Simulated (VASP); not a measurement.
A run of VASP 6.6.1 is set up as follows.

The input INCAR:

```
SYSTEM = Yb
  ALGO = Normal
  EDIFF = 1E-6
  ENCUT = 520
  GGA = PS
  ISIF = 2
  ISMEAR = -1
  ISPIN = 2
  LASPH = .TRUE.
  LCHARG = .TRUE.
  LELF = .TRUE.
  LMAXMIX = 6
  LORBIT = 11
  LREAL = .FALSE.
  LVHAR = .TRUE.
  LWAVE = .FALSE.
  MAGMOM = 1
  NBANDS = 22
  NELM = 150
  PREC = Accurate
  SIGMA = 0.05
```

The input KPOINTS:

```
k-points
0
G
  8 8 8
  0 0 0
```

Contents of POSCAR:

```
Yb
1.0
    0.0000000000      2.6871026548      2.6871026548
    2.6871026548      0.0000000000      2.6871026548
    2.6871026548      2.6871026548      0.0000000000
Yb
1
Direct
    0.0000000000      0.0000000000      0.0000000000
```

Potentials or basis: VASP PAW PBE potentials, release 64 (Yb).

Launch:

```console
$ cat potpaw_PBE.64/Yb/POTCAR > POTCAR
$ mpirun -np 1 vasp_std > vasp.out
```

Task: Estimate the net moment.

Result: 0.00 μB per cell.

Task: Estimate the pressure.

Result: -1.4 GPa.

Caveat: the PAW data sets were made with another functional, which shifts forces and pressure a little. The state reached can hang on the start; a lower one may exist.
